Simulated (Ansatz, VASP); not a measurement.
# Li: VASP beside Ansatz

```
Li
1.0
     0.00000    2.20200    2.17998
     2.20200    0.00000    2.17998
     2.20200    2.20200    0.00000
Li
1
Direct
  0.00000 0.00000 0.00000
```

Change from the starting cell: zz strain of -1 %.

Alike in both runs: task single point; functional PBEsol; k mesh 13 × 13 × 13; occupations fermi-dirac, width 0.08 eV; no spin polarisation.

|  | VASP | Ansatz |
| --- | --- | --- |
| version | VASP 6.6.1 | Ansatz 0.2.0 |
| potentials or method | VASP PAW PBE potentials, release 64 (Li_sv), cutoff 750 eV | all-electron LAPW, scalar-relativistic |

```csv
,VASP,Ansatz,Ansatz less VASP
pressure (GPa),-0.7,-0.6,+0.10
```

VASP's potentials were made for PBE, not for PBEsol. Ansatz ran all-electron here, and VASP with PAW potentials.
